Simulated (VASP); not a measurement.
# Ir (P6_3/mmc) in VASP: notebook, part 2 of 2

VASP 6.6.1.

**3. Single point, PBE (volume scaled by 1.04)**

The input, INCAR:

```
SYSTEM = Ir
  PREC = Accurate
  ENCUT = 520
  EDIFF = 1E-6
  ISMEAR = -1
  SIGMA = 0.1
  LREAL = .FALSE.
  LASPH = .TRUE.
  NELM = 100
  ALGO = Normal
  ISIF = 2
  LWAVE = .FALSE.
  LCHARG = .TRUE.
  GGA = PE
  LELF = .TRUE.
  LVHAR = .TRUE.
  NBANDS = 26
```

The input, KPOINTS:

```
regular mesh
0
G
  15 15 4
  0 0 0
```

The input, POSCAR:

```
Ir
1.0
    2.7755050275      0.0000000000      0.0000000000
   -1.3877525138      2.4036578622      0.0000000000
    0.0000000000      0.0000000000      9.0673313874
Ir
4
Direct
    1.0000000000      1.0000000000      0.0000000000
    1.0000000000      1.0000000000      0.5000000000
    0.3333333333      0.6666666667      0.2500000000
    0.6666666667      0.3333333333      0.7500000000
```

Potentials or basis: VASP PAW PBE potentials, release 64 (Ir).

Launch:

```sh
$ cat potpaw_PBE.64/Ir/POTCAR > POTCAR
$ mpirun -np 1 vasp_std > vasp.out
```

OUTCAR:

```text
SYSTEM = Ir
   PREC = Accurate
   ENCUT = 520
   EDIFF = 1E-6
   ISMEAR = -1
   LREAL = .FALSE.
   LASPH = .TRUE.
   NELM = 100
   ISIF = 2
   GGA = PE

 ion  position               nearest neighbor table
   1  0.000  0.000  0.000-   3 2.78   4 2.78   4 2.78   3 2.78   4 2.78   3 2.78
   2  0.000  0.000  0.500-   3 2.78   4 2.78   4 2.78   3 2.78   4 2.78   3 2.78
   3  0.333  0.667  0.250-   1 2.78   2 2.78   1 2.78   2 2.78   1 2.78   2 2.78
   4  0.667  0.333  0.750-   1 2.78   2 2.78   1 2.78   2 2.78   1 2.78   2 2.78

  LATTYP: Found a hexagonal cell.
 ALAT       =     2.7755050275
 C/A-ratio  =     3.2669122547

  Lattice vectors:

 A1 = (   2.7755050275,   0.0000000000,   0.0000000000)
 A2 = (  -1.3877525138,   2.4036578622,   0.0000000000)
 A3 = (   0.0000000000,   0.0000000000,   9.0673313874)

Analysis of symmetry for initial positions (statically):
=====================================================================
 Subroutine PRICEL returns:
 Original cell was already a primitive cell.

 Routine SETGRP: Setting up the symmetry group for a
 hexagonal supercell.

 Subroutine GETGRP returns: Found 24 space group operations
 (whereof 12 operations were pure point group operations)
[... 166 lines left out ...]
  free energy    TOTEN  =       -35.25259549 eV

  energy without entropy =      -35.10942956  energy(sigma->0) =      -35.18101253

 E-fermi :   9.2955     XC(G=0): -13.5936

 val. band max:        9.2905498145   @ k =   0.2667   0.0000   0.2500
 cond. band min:       9.2964902118   @ k =   0.3333   0.3333   0.0000
 fundamental gap:      0.0059403973
 Fermi energy:         9.2954736346

 k-point     1 :       0.0000    0.0000    0.0000
  band No.  band energies     occupation
      1      -1.1294      2.00000
      2       0.9565      2.00000
      3       0.9866      2.00000
      4       1.8668      2.00000
      5       5.3076      2.00000
      6       5.3434      2.00000
[... 685 lines left out ...]
     25      16.0494      0.00000
     26      16.3782      0.00000

 [... further k-points ...]
[... 5 lines left out ...]
  --------------------------------------------------------------------------------------
  -------------------------------------------------------------------------------------
  Total       -4.5239612     -4.5239612     -4.5599496      0.0000000      0.0000000      0.0000000
  in kB     -119.8216502   -119.8216502   -120.7748392      0.0000000      0.0000000      0.0000000
  external PRESSURE =    -120.1393799 kB  Pullay stress =       0.0000000 kB

 VOLUME and BASIS-vectors are now :
 -----------------------------------------------------------------------------
  energy-cutoff  :      520.00
  volume of cell :       60.49
      direct lattice vectors                 reciprocal lattice vectors
     2.775505027  0.000000000  0.000000000     0.360294790  0.208016294  0.000000000
    -1.387752514  2.403657862  0.000000000     0.000000000  0.416032588  0.000000000
     0.000000000  0.000000000  9.067331387     0.000000000  0.000000000  0.110286032

 POSITION                                       TOTAL-FORCE (eV/Angst)
 -----------------------------------------------------------------------------------
      0.00000      0.00000      0.00000        -0.000000      0.000000      0.000000
      0.00000      0.00000      4.53367        -0.000000      0.000000      0.000000
     -0.00000      1.60244      2.26683        -0.000000     -0.000000      0.000000
      1.38775      0.80122      6.80050         0.000000      0.000000     -0.000000
 -----------------------------------------------------------------------------------
    total drift:                               -0.000000      0.000000      0.000000

  FREE ENERGIE OF THE ION-ELECTRON SYSTEM (eV)
  ---------------------------------------------------
  free  energy   TOTEN  =       -35.2525954921 eV

  energy  without entropy=      -35.1094295634  energy(sigma->0) =      -35.18101253
```

OSZICAR:

```text
N       E                     dE             d eps       ncg     rms          rms(c)
DAV:   1     0.366229790249E+03    0.36623E+03   -0.16130E+04  4212   0.138E+03
DAV:   2    -0.187605527005E+02   -0.38499E+03   -0.36184E+03  4290   0.413E+02
DAV:   3    -0.370493944131E+02   -0.18289E+02   -0.17035E+02  5032   0.984E+01
DAV:   4    -0.375599937152E+02   -0.51060E+00   -0.50462E+00  4722   0.155E+01
DAV:   5    -0.375701238312E+02   -0.10130E-01   -0.10117E-01  4798   0.203E+00    0.257E+01
DAV:   6    -0.355830765908E+02    0.19870E+01   -0.34256E+00  4554   0.183E+01    0.102E+01
DAV:   7    -0.352811396587E+02    0.30194E+00   -0.10029E+00  5034   0.951E+00    0.301E+00
DAV:   8    -0.352664257997E+02    0.14714E-01   -0.61231E-02  5666   0.315E+00    0.212E+00
DAV:   9    -0.352576984146E+02    0.87274E-02   -0.31264E-02  4710   0.207E+00    0.141E+00
DAV:  10    -0.352525472708E+02    0.51511E-02   -0.75451E-03  4774   0.119E+00    0.490E-02
DAV:  11    -0.352525845132E+02   -0.37242E-04   -0.30006E-04  4552   0.134E-01    0.293E-02
DAV:  12    -0.352525967017E+02   -0.12188E-04   -0.52262E-05  4724   0.760E-02    0.175E-02
DAV:  13    -0.352525951249E+02    0.15767E-05   -0.16227E-05  4564   0.391E-02    0.359E-03
DAV:  14    -0.352525954921E+02   -0.36711E-06   -0.20116E-07  2256   0.336E-03
   1 F= -.35252595E+02 E0= -.35181013E+02  d E =-.143166E+00
```

Run time: 2.7 min. Hardware: 1 thread of Intel Xeon 8259CL, shared host; peak memory 0.25 GiB.

Results:

```
Free energy            : -35.2526 eV
Pressure               : -12.0 GPa
Band gap on the k mesh : zero (band 18 reaches 10.17 eV, above the bottom of band 19 at 7.91 eV)
```

Stress tensor (GPa, compression positive):
```
-11.98   0.00   0.00
  0.00 -11.98   0.00
  0.00   0.00 -12.08
```

Caveat: spin-orbit coupling is left out, which moves the levels of the heavy elements.

**4. Single point, PBE (volume scaled by 1.08)**

The input, INCAR:

```
SYSTEM = Ir
PREC     = Accurate       ! precision mode
ENCUT    = 520            ! plane-wave cutoff, eV
EDIFF    = 1E-6           ! SCF threshold, eV
ISMEAR   = -1             ! smearing method
SIGMA    = 0.1            ! smearing width, eV
LREAL    = .False.        ! projectors in reciprocal space
LASPH    = .True.         ! aspherical terms in the spheres
NELM     = 80             ! most SCF steps
ALGO     = Normal         ! electronic algorithm
ISIF     = 2              ! what is computed and relaxed
LWAVE    = .False.        ! write WAVECAR
LCHARG   = .False.        ! write CHGCAR
GGA      = PE             ! functional
NBANDS   = 26             ! bands
```

The input, KPOINTS:

```
regular mesh
0
Gamma
  15 15 4
  0 0 0
```

The input, POSCAR:

```
Ir
1.0
    2.8106417326      0.0000000000      0.0000000000
   -1.4053208663      2.4340871414      0.0000000000
    0.0000000000      0.0000000000      9.1821199199
Ir
4
Direct
    1.0000000000      1.0000000000      0.0000000000
    1.0000000000      1.0000000000      0.5000000000
    0.3333333333      0.6666666667      0.2500000000
    0.6666666667      0.3333333333      0.7500000000
```

Launch:

```sh
$ cat potpaw_PBE.64/Ir/POTCAR > POTCAR
$ mpirun -np 1 vasp_std > vasp.out
```

Wall time 2.3 min (1 thread of Intel Xeon 8259CL, shared host); peak memory 0.25 GiB.

Results (log left out):

| Property | Result |
| --- | --- |
| Free energy | -35.0068 eV |
| Pressure | -21.6 GPa |
| Band gap on the k mesh | zero (band 18 reaches 9.50 eV, above the bottom of band 19 at 7.38 eV) |

Stress tensor (GPa, compression positive):
```
-21.55   0.00   0.00
  0.00 -21.55   0.00
  0.00   0.00 -21.70
```

Levels at points of the mesh, in eV from the Fermi level:
```tsv
k point	band 15	band 16	band 17	band 18	band 19	band 20	band 21	band 22
(0.00, 0.00, 0.00)	-2.82	-1.52	-1.52	-0.87	-0.87	-0.49	-0.31	-0.31
(0.00, 0.00, 0.50)	-2.30	-2.30	-1.18	-1.18	-1.18	-1.18	0.17	0.17
```

Caveat: spin-orbit coupling is left out, which moves the levels of the heavy elements.

**5. Summary**

```csv
cell,gap on the mesh (eV),pressure (GPa)
"a = 2.739, b = 2.739, c = 8.950 Å, angles 90.0, 90.0, 120.0°, 4 atoms",none,0.3
"a = 2.776, b = 2.776, c = 9.067 Å, angles 90.0, 90.0, 120.0°, 4 atoms",none,-12.0
"a = 2.811, b = 2.811, c = 9.182 Å, angles 90.0, 90.0, 120.0°, 4 atoms",none,-21.6
```

Alike in all rows: task single point; level PBE; potentials or basis VASP PAW PBE potentials, release 64 (Ir); no spin polarisation; k mesh 15 × 15 × 4; cutoff (eV) 520; smearing fermi-dirac 0.1 eV.

Caveats: spin-orbit coupling is left out, which moves the levels of the heavy elements.

Total energies depend on the potentials used, so only differences within one code and one set of settings carry meaning.
